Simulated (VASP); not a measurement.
# Ta (P6_3/mmc) in VASP: settings compared

The runs below take Ta through single point, relaxation of cell and atoms, with LDA, BLYP+D3(BJ), PBEsol.

Everything below comes from runs of VASP 6.6.1. Logs are shortened: lines on timing, memory, paths and dates and some standing lists are left out, and cuts for length are marked.

### 1 The cell of the first run

The structure is hexagonal, space group P6_3/mmc (No. 194). Conventional cell: a = 2.841 Å, b = 2.841 Å, c = 5.069 Å, α = 90.00°, β = 90.00°, γ = 120.00°. Ta (site symmetry -6m2) has 12 Ta at 2.84 to 3.02 Å within 3.7 Å.

### 2 Single point, LDA

Contents of INCAR:

```
SYSTEM = Ta
ALGO     = Normal         ! electronic algorithm
EDIFF    = 1E-6           ! SCF threshold, eV
ENCUT    = 520            ! plane-wave cutoff, eV
GGA      = CA             ! functional
ISIF     = 2              ! what is computed and relaxed
ISMEAR   = -1             ! smearing method
LASPH    = .True.         ! aspherical terms in the spheres
LCHARG   = .True.         ! write CHGCAR
LELF     = .True.         ! ELF
LREAL    = .False.        ! projectors in reciprocal space
LVHAR    = .True.       
LWAVE    = .False.        ! write WAVECAR
NBANDS   = 18             ! bands
NELM     = 60             ! most SCF steps
PREC     = Accurate       ! precision mode
SIGMA    = 0.15           ! smearing width, eV
```

Contents of KPOINTS:

```
k-points
0
Gamma
  11 11 6
  0 0 0
```

Contents of POSCAR:

```
Ta
1.0
    2.8410294714      0.0000000000      0.0000000000
   -1.4205147357      2.4604036952      0.0000000000
    0.0000000000      0.0000000000      5.0693114866
Ta
2
Direct
    0.6666666667      0.3333333333      0.7500000000
    0.3333333333      0.6666666667      0.2500000000
```

Potentials or basis: VASP PAW LDA potentials, release 64 (Ta_pv).

Command:

```
cat potpaw_LDA.64/Ta_pv/POTCAR > POTCAR
mpirun -np 1 vasp_std > vasp.out
```

OUTCAR:

```text
SYSTEM = Ta
   EDIFF = 1E-6
   ENCUT = 520
   GGA = CA
   ISIF = 2
   ISMEAR = -1
   LASPH = .True.
   LREAL = .False.
   NELM = 60
   PREC = Accurate

 ion  position               nearest neighbor table
   1  0.667  0.333  0.750-   2 3.02   2 3.02   2 3.02   2 3.02   2 3.02   2 3.02
   2  0.333  0.667  0.250-   1 3.02   1 3.02   1 3.02   1 3.02   1 3.02   1 3.02

  LATTYP: Found a hexagonal cell.
 ALAT       =     2.8410294714
 C/A-ratio  =     1.7843220345

  Lattice vectors:

 A1 = (   2.8410294714,   0.0000000000,   0.0000000000)
 A2 = (  -1.4205147357,   2.4604036952,   0.0000000000)
 A3 = (   0.0000000000,   0.0000000000,   5.0693114866)

Analysis of symmetry for initial positions (statically):
=====================================================================
 Subroutine PRICEL returns:
 Original cell was already a primitive cell.

 Routine SETGRP: Setting up the symmetry group for a
 hexagonal supercell.

 Subroutine GETGRP returns: Found 24 space group operations
 (whereof 12 operations were pure point group operations)
 out of a pool of 24 trial point group operations.

The static configuration has the point symmetry D_3d.
 The point group associated with its full space group is D_6h.

Analysis of symmetry for dynamics (positions and initial velocities):
=====================================================================
 Subroutine PRICEL returns:
 Original cell was already a primitive cell.

 Routine SETGRP: Setting up the symmetry group for a
 hexagonal supercell.

 Subroutine GETGRP returns: Found 24 space group operations
 (whereof 12 operations were pure point group operations)
 out of a pool of 24 trial point group operations.

The dynamic configuration has the point symmetry D_3d.
 The point group associated with its full space group is D_6h.

 Subroutine INISYM returns: Found 24 space group operations
 (whereof 12 operations are pure point group operations),
 and found     1 'primitive' translations

----------------------------------------------------------------------------------------

                                     Primitive cell

  volume of cell :      35.4349

  direct lattice vectors                    reciprocal lattice vectors
     2.841029471  0.000000000  0.000000000     0.351985085  0.203218684  0.000000000
    -1.420514736  2.460403695  0.000000000     0.000000000  0.406437367  0.000000000
[... 76 lines left out ...]
   PREC   = accura    normal or accurate (medium, high low for compatibility)
   ISTART =      0    job   : 0-new  1-cont  2-samecut
   ICHARG =      2    charge: 1-file 2-atom 10-const
   ISPIN  =      1    spin polarized calculation?
   LNONCOLLINEAR =      F non collinear calculations
   LSORBIT =      F    spin-orbit coupling
   LASPH  =      T    aspherical Exc in radial PAW
   ENCUT  =  520.0 eV  38.22 Ry    6.18 a.u.   5.28  5.28  9.43*2*pi/ulx,y,z
   NELM   =     60;   NELMIN=  2; NELMDL= -5     # of ELM steps
   EDIFF  = 0.1E-05   stopping-criterion for ELM
   LREAL  =      F    real-space projection
   EDIFFG = 0.1E-04   stopping-criterion for IOM
   NSW    =      0    number of steps for IOM
   IBRION =     -1    ionic relax: 0-MD 1-quasi-New 2-CG
   NFREE  =      0    steps in history (QN), initial steepest desc. (CG)
   ISIF   =      2    stress and relaxation
   ISYM   =      2    0-nonsym 1-usesym 2-fastsym
   POTIM  = 0.5000    time-step for ionic-motion
   TEBEG  =    0.0;   TEEND  =   0.0 temperature during run
   PSTRESS=    0.0 pullay stress
   NELECT =      22.0000    total number of electrons
   NUPDOWN=      -1.0000    fix difference up-down
   EMIN   =  10.00;   EMAX   =-10.00  energy-range for DOS
   EFERMI =   0.00;   METHOD = LEGACY
   ISMEAR =    -1;   SIGMA  =   0.15  broadening in eV -4-tet -1-fermi 0-gaus
   EFERMI_NEDOS =   21; number of points for ismear=-14 and -15
   IALGO  =     38    algorithm
   IMIX   =      4    mixing-type and parameters
     AMIX     =   0.40;   BMIX     =  1.00
     AMIX_MAG =   1.60;   BMIX_MAG =  1.00
  volume/ion in A,a.u.               =      17.72       119.56
  Fermi-wavevector in a.u.,A,eV,Ry     =   1.396600  2.639191 26.538048  1.950491
  Thomas-Fermi vector in A             =   2.519938
   LORBIT       =      0    0 simple, 1 ext, 2 COOP (PROOUT), +10 PAW based schemes
   GGA     = CA    functional components
   LHFCALC =     F    Hartree Fock is set to
   AEXX    =    0.0000 exact exchange contribution
   IVDW    =     0    specifies the selected vdW correction
   LEPSILON=     F    determine dielectric tensor
   LRPA    =     F    only Hartree local field effects (RPA)
 non-spin polarized calculation
  energy-cutoff  :      520.00
  volume of cell :       35.43
 maximum number of plane-waves:       972
 NGX is ok and might be reduce to    24
   NGX = 11   NGY = 11   NGZ = 19

 number of electron      21.9999998 magnetization

 Free energy of the ion-electron system (eV)
  ---------------------------------------------------
  ext. energy  EPLUGINS =         0.00000000
  ---------------------------------------------------
  free energy    TOTEN  =       -25.13724907 eV

  energy without entropy =      -24.96161193  energy(sigma->0) =      -25.04943050

 E-fermi :   5.9522     XC(G=0): -12.8673

 val. band max:        5.9441734663   @ k =   0.3636  -0.0000   0.0000
 cond. band min:       5.9839519653   @ k =   0.3636   0.1818   0.0000
 fundamental gap:      0.0397784990
 Fermi energy:         5.9521511090

 k-point     1 :       0.0000    0.0000    0.0000
  band No.  band energies     occupation
      1     -28.4222      2.00000
      2     -27.4095      2.00000
      3     -27.2744      2.00000
      4     -27.2744      2.00000
      5     -27.1741      2.00000
      6     -27.1741      2.00000
[... 481 lines left out ...]
      5     -27.4243      2.00000
      6     -27.3325      2.00000
[... 10 lines left out ...]
     17      11.3650      0.00000
     18      13.4108      0.00000

 [... further k-points ...]
[... 5 lines left out ...]
  --------------------------------------------------------------------------------------
  -------------------------------------------------------------------------------------
  Total        0.1653808      0.1653808      0.1678077      0.0000000      0.0000000      0.0000000
  in kB        7.4776388      7.4776388      7.5873702      0.0000000      0.0000000      0.0000000
  external PRESSURE =       7.5142159 kB  Pullay stress =       0.0000000 kB

 VOLUME and BASIS-vectors are now :
 -----------------------------------------------------------------------------
  energy-cutoff  :      520.00
  volume of cell :       35.43
      direct lattice vectors                 reciprocal lattice vectors
     2.841029471  0.000000000  0.000000000     0.351985085  0.203218684  0.000000000
    -1.420514736  2.460403695  0.000000000     0.000000000  0.406437367  0.000000000
     0.000000000  0.000000000  5.069311487     0.000000000  0.000000000  0.197265448

 POSITION                                       TOTAL-FORCE (eV/Angst)
 -----------------------------------------------------------------------------------
      1.42051      0.82013      3.80198         0.000000      0.000000      0.000000
     -0.00000      1.64027      1.26733         0.000000     -0.000000      0.000000
 -----------------------------------------------------------------------------------
    total drift:                                0.000000     -0.000000      0.000000

  FREE ENERGIE OF THE ION-ELECTRON SYSTEM (eV)
  ---------------------------------------------------
  free  energy   TOTEN  =       -25.1372490743 eV

  energy  without entropy=      -24.9616119336  energy(sigma->0) =      -25.04943050
```

Run time: 17 s. Hardware: 1 thread of Intel Xeon Platinum 8488C (Sapphire Rapids), shared host; peak memory 0.16 GiB.

Results:

| Item | Value |
| --- | --- |
| Free energy | -25.1372 eV |
| Pressure | 0.8 GPa |
| Band gap on the k mesh | zero (band 11 reaches 7.68 eV, above the bottom of band 12 at 5.14 eV) |

Levels at points of the mesh, in eV from the Fermi level:
```csv
k point,band 7,band 8,band 9,band 10,band 11,band 12,band 13,band 14,band 15,band 16
"(0.00, 0.00, 0.00)",-8.31,-5.07,-0.69,0.21,0.56,0.56,1.17,1.17,3.10,3.10
"(0.00, 0.00, 0.50)",-6.39,-6.39,-1.24,-1.24,0.62,0.62,0.62,0.62,4.66,4.66
```

Caveat: spin-orbit coupling is left out, which moves the levels of the heavy elements.

### 3 Single point, BLYP+D3(BJ)

This run uses another cell than the first one, of 17.98 Å³/atom, 1.015 times its volume.

Contents of INCAR:

```
SYSTEM = Ta
PREC = Accurate
ENCUT = 520
EDIFF = 1E-6
ISMEAR = -1
SIGMA = 0.15
LREAL = .FALSE.
LASPH = .TRUE.
NELM = 100
ALGO = Normal
ISIF = 2
LWAVE = .FALSE.
LCHARG = .TRUE.
GGA = B5
ALDAX = 1.0
AGGAX = 1.0
AGGAC = 1.0
ALDAC = 0.0
IVDW = 12
VDW_S6 = 1.0
VDW_S8 = 2.6996
VDW_A1 = 0.4298
VDW_A2 = 4.2359
LELF = .TRUE.
LVHAR = .TRUE.
NBANDS = 18
```

Contents of KPOINTS:

```
Automatic mesh
0
G
  11 11 6
  0 0 0
```

Contents of POSCAR:

```
Ta
1.0
    2.8570976730      0.0000000000      0.0000000000
   -1.4285488365      2.4743191659      0.0000000000
    0.0000000000      0.0000000000      5.0870142538
Ta
2
Direct
    0.6666666667      0.3333333333      0.7500000000
    0.3333333333      0.6666666667      0.2500000000
```

Potentials or basis: VASP PAW PBE potentials, release 64 (Ta_pv).

Command:

```
cat potpaw_PBE.64/Ta_pv/POTCAR > POTCAR
mpirun -np 1 vasp_std > vasp.out
```

Wall time 26 s (1 thread of Intel Xeon Platinum 8488C (Sapphire Rapids), shared host); peak memory 0.18 GiB.

It converged, with:

- Free energy: -23.3327 eV
- Pressure: 1.1 GPa
- Band gap on the k mesh: zero (band 11 reaches 8.22 eV, above the bottom of band 12 at 5.68 eV)
- Dispersion energy per atom: -1.642 eV

Levels at points of the mesh, in eV from the Fermi level:
```csv
k point,band 7,band 8,band 9,band 10,band 11,band 12,band 13,band 14,band 15,band 16
"(0.00, 0.00, 0.00)",-8.17,-5.00,-0.70,0.30,0.53,0.53,1.12,1.12,3.00,3.00
"(0.00, 0.00, 0.50)",-6.27,-6.27,-1.22,-1.22,0.58,0.58,0.58,0.58,4.52,4.52
```

Caveat: the PAW data sets were made with another functional, which shifts forces and pressure a little; spin-orbit coupling is left out, which moves the levels of the heavy elements; pairwise dispersion overbinds metals, which lowers pressure and volume.

### 4 Single point, PBEsol

This run uses another cell than the first one, of 18.16 Å³/atom, 1.025 times its volume.

Contents of INCAR:

```
SYSTEM = Ta
PREC     = Accurate       ! precision mode
ENCUT    = 520            ! plane-wave cutoff, eV
EDIFF    = 1E-7           ! SCF threshold, eV
ISMEAR   = -1             ! smearing method
SIGMA    = 0.15           ! smearing width, eV
LREAL    = .FALSE.        ! projectors in reciprocal space
LASPH    = .TRUE.         ! aspherical terms in the spheres
NELM     = 80             ! most SCF steps
ALGO     = Normal         ! electronic algorithm
ISIF     = 2              ! what is computed and relaxed
LWAVE    = .FALSE.        ! write WAVECAR
LCHARG   = .FALSE.        ! write CHGCAR
GGA      = PS             ! functional
NBANDS   = 18             ! bands
```

Contents of KPOINTS:

```
regular mesh
0
G
  11 11 6
  0 0 0
```

Contents of POSCAR:

```
Ta
1.0
    2.8690509005      0.0000000000      0.0000000000
   -1.4345254502      2.4846709646      0.0000000000
    0.0000000000      0.0000000000      5.0959874251
Ta
2
Direct
    0.6666666667      0.3333333333      0.7500000000
    0.3333333333      0.6666666667      0.2500000000
```

Command:

```
cat potpaw_PBE.64/Ta_pv/POTCAR > POTCAR
mpirun -np 1 vasp_std > vasp.out
```

Wall time 28 s (1 thread of Intel Xeon Platinum 8488C (Sapphire Rapids), shared host); peak memory 0.18 GiB.

The run converged. Its results:

```yaml
Free_energy: -24.6076 eV
Pressure: 0.1 GPa
Band_gap_on_the_k_mesh: zero (band 11 reaches 7.20 eV, above the bottom of band 12 at 4.90 eV)
```

Levels at points of the mesh, in eV from the Fermi level:
```tsv
k point	band 7	band 8	band 9	band 10	band 11	band 12	band 13	band 14	band 15	band 16
(0.00, 0.00, 0.00)	-8.31	-5.01	-0.57	0.03	0.60	0.60	1.20	1.20	3.05	3.05
(0.00, 0.00, 0.50)	-6.41	-6.41	-1.19	-1.19	0.65	0.65	0.65	0.65	4.58	4.58
```

Caveat: the PAW data sets were made with another functional, which shifts forces and pressure a little; spin-orbit coupling is left out, which moves the levels of the heavy elements.

### 5 Relaxation of cell and atoms, BLYP+D3(BJ)

This run uses another cell than the first one, of 18.82 Å³/atom, 1.062 times its volume.

Contents of INCAR:

```
PREC = Accurate ; ENCUT = 600
EDIFF = 1E-7 ; ISMEAR = -1
SIGMA = 0.15 ; LREAL = F
LASPH = T ; NELM = 100
ALGO = Normal ; ISIF = 3
LWAVE = F ; LCHARG = F
GGA = B5 ; ALDAX = 1.0
AGGAX = 1.0 ; AGGAC = 1.0
ALDAC = 0.0 ; IVDW = 12
VDW_S6 = 1.0 ; VDW_S8 = 2.6996
VDW_A1 = 0.4298 ; VDW_A2 = 4.2359
IBRION = 2 ; NSW = 80
EDIFFG = -0.01
```

Contents of KPOINTS:

```
Automatic mesh
0
Gamma
  11 11 6
```

Contents of POSCAR:

```
Ta
1.0
    2.9003720000      0.0000000000      0.0000000000
   -1.4501860000      2.5117960000      0.0000000000
    0.0000000000      0.0000000000      5.1662740000
Ta
2
Direct
    0.6666666667      0.3333333333      0.7500000000
    0.3333333333      0.6666666667      0.2500000000
```

Potentials or basis: VASP PAW PBE potentials, release 64 (Ta_pv).

Command:

```
cat potpaw_PBE.64/Ta_pv/POTCAR > POTCAR
mpirun -np 1 vasp_std > vasp.out
```

OUTCAR:

```text
PREC = Accurate
   ENCUT = 600
   EDIFF = 1E-7
   ISMEAR = -1
   LREAL = F
   LASPH = T
   NELM = 100
   ISIF = 3
   GGA = B5
   IVDW = 12
   IBRION = 2
   NSW = 80
   EDIFFG = -0.01
 IVDW          = 12

 ion  position               nearest neighbor table
   1  0.667  0.333  0.750-   2 3.08   2 3.08   2 3.08   2 3.08   2 3.08   2 3.08
   2  0.333  0.667  0.250-   1 3.08   1 3.08   1 3.08   1 3.08   1 3.08   1 3.08

  LATTYP: Found a hexagonal cell.
 ALAT       =     2.9003720000
 C/A-ratio  =     1.7812453023

  Lattice vectors:

 A1 = (   2.9003720000,   0.0000000000,   0.0000000000)
 A2 = (  -1.4501860000,   2.5117960000,   0.0000000000)
 A3 = (   0.0000000000,   0.0000000000,   5.1662740000)

Analysis of symmetry for initial positions (statically):
=====================================================================
 Subroutine PRICEL returns:
 Original cell was already a primitive cell.

 Routine SETGRP: Setting up the symmetry group for a
 hexagonal supercell.

 Subroutine GETGRP returns: Found 24 space group operations
[... 457 lines left out ...]

 E-fermi :   6.4408     XC(G=0): -11.9625

 val. band max:        6.4105825777   @ k =   0.2727   0.2727   0.0000
 cond. band min:       6.4447564003   @ k =   0.1818   0.1818   0.0000
 fundamental gap:      0.0341738226
 Fermi energy:         6.4408218459

 k-point     1 :       0.0000    0.0000    0.0000
  band No.  band energies     occupation
      1     -27.9949      2.00000
      2     -27.0454      2.00000
      3     -26.9161      2.00000
      4     -26.9161      2.00000
      5     -26.8210      2.00000
      6     -26.8210      2.00000
      7      -1.7049      2.00000
      8       1.4636      2.00000
      9       5.7513      1.98004
     10       6.7267      0.25890
     11       6.9760      0.05487
     12       6.9760      0.05487
     13       7.5567      0.00117
     14       7.5567      0.00117
[... 401 lines left out ...]
      2     -27.4434      2.00000
      3     -27.4058      2.00000
      4     -27.1161      2.00000
      5     -27.0564      2.00000
      6     -26.9689      2.00000
      7       0.5247      2.00000
      8       3.2879      2.00000
      9       4.4023      2.00000
     10       5.2183      1.99942
     11       6.0148      1.88960
     12       6.7101      0.28488
     13       8.2003      0.00002
     14       8.2667      0.00001
     15       9.4553      0.00000

 [... further k-points ...]

------------------------ aborting loop because EDIFF is reached ----------------------------------------

 Edisp (eV)   -3.26490

 E8    (eV) :    -2.5997
[... 25 lines left out ...]
  FREE ENERGIE OF THE ION-ELECTRON SYSTEM (eV)
  ---------------------------------------------------
  free  energy   TOTEN  =       -23.3332187963 eV

  energy  without entropy=      -23.1524027581  energy(sigma->0) =      -23.24281078

 reached required accuracy - stopping structural energy minimisation
```

It took 3.8 min on 1 thread of Intel Xeon Platinum 8488C (Sapphire Rapids), shared host; peak memory 0.21 GiB.

Results:

```
Free energy                            : -23.3332 eV
Relaxed volume                         : 18.08 Å³/atom
Relaxed cell                           : a = 2.862 Å, b = 2.862 Å, c = 5.097 Å, α = 90.00°, β = 90.00°, γ = 120.00°
Space group after relaxing (to 0.05 Å) : P6_3/mmc (No. 194)
Energy gained by relaxing              : 17.7 meV/atom
Ionic steps                            : 8
Pressure after relaxing                : 0.0 GPa
Band gap on the k mesh                 : zero (band 11 reaches 8.15 eV, above the bottom of band 12 at 5.64 eV)
Dispersion energy per atom             : -1.632 eV
```

Step by step:
```csv
step,energy change (eV),largest force (eV/Å),pressure (GPa),volume (Å³)
1,0.0000,0.0000,-7.42,37.64
2,0.1556,0.0000,21.22,33.09
3,-0.0353,0.0000,-0.27,36.21
4,-0.0353,0.0000,-0.03,36.17
5,-0.0353,0.0000,0.13,36.14
6,-0.0353,0.0000,-0.27,36.21
7,-0.0353,0.0000,-0.09,36.18
8,-0.0353,0.0000,0.03,36.15
```

Final structure:
```
Ta
1.0
     2.86205    0.00000    0.00000
    -1.43103    2.47861    0.00000
     0.00000    0.00000    5.09657
Ta
2
Direct
  0.66667 0.33333 0.75000
  0.33333 0.66667 0.25000
```

Levels at points of the mesh, in eV from the Fermi level:
| k point | band 7 | band 8 | band 9 | band 10 | band 11 | band 12 | band 13 | band 14 | band 15 |
| --- | --- | --- | --- | --- | --- | --- | --- | --- | --- |
| (0.00, 0.00, 0.00) | -8.15 | -4.98 | -0.69 | 0.29 | 0.54 | 0.54 | 1.12 | 1.12 | 2.99 |
| (0.00, 0.00, 0.50) | -6.26 | -6.26 | -1.21 | -1.21 | 0.58 | 0.58 | 0.58 | 0.58 | 4.49 |

Caveat: the PAW data sets were made with another functional, which shifts forces and pressure a little; spin-orbit coupling is left out, which moves the levels of the heavy elements; pairwise dispersion overbinds metals, which lowers pressure and volume.

(Part 1 of 2 ends here.)
